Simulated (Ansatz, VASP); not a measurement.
Ca: VASP beside Ansatz

Contents of INCAR:

```
SYSTEM = Ca
  PREC = Accurate
  ENCUT = 520
  EDIFF = 1E-6
  ISMEAR = 0
  SIGMA = 0.15
  LREAL = .FALSE.
  LASPH = .TRUE.
  NELM = 60
  ALGO = Normal
  ISIF = 2
  LWAVE = .FALSE.
  LCHARG = .TRUE.
  GGA = PE
  LELF = .TRUE.
  LVHAR = .TRUE.
  NBANDS = 11
```

The input KPOINTS:

```
Automatic mesh
0
G
  14 14 14
  0 0 0
```

File POSCAR:

```
Ca
1.0
    0.0000000000      2.7942000000      2.7942000000
    2.7383160000      0.0000000000      2.7942000000
    2.7383160000      2.7942000000      0.0000000000
Ca
1
Direct
    0.0000000000      0.0000000000      0.0000000000
```

Input for Ansatz:

```yaml
crystal:
  lattice:
    - [0.0, 2.7942, 2.7942]
    - [2.738316, 0.0, 2.7942]
    - [2.738316, 2.7942, 0.0]
  atoms:
    - { symbol: Ca, position: [0.0, 0.0, 0.0] }
basis:
  ecutwfc: 420
kpoints:
  mp_grid: { grid: [14, 14, 14] }
hamiltonian:
  xc: pbe
scf:
  occupations: { method: gaussian, width: 0.15 }
output:
  forces: true
  stress: true
  eigenvalues: true
```

Change from the starting cell: strain -0.0200 x Voigt [1, 0, 0, 0, 0, 0], atoms carried along.

Alike in both runs: task single point; functional PBE; k mesh 14 × 14 × 14; occupations gaussian, width 0.15 eV; no spin polarisation.

```csv
,VASP,Ansatz
version,VASP 6.6.1,Ansatz 0.2.0
potentials or method,"VASP PAW PBE potentials, release 64 (Ca_sv), cutoff 520 eV","scalar-relativistic, plane waves, PAW"
valence electrons in the cell,10,10
```

|  | VASP | Ansatz | Ansatz less VASP |
| --- | --- | --- | --- |
| gap on the k mesh at the Fermi level (eV) | none | none | - |
| pressure (GPa) | -0.2 | -0.2 | 0.00 |
| traceless stress, the component that is largest in VASP (GPa) | 0.09 | 0.09 | 0.000 |

A gap of «none» marks a metal or a gap that the smearing closes.
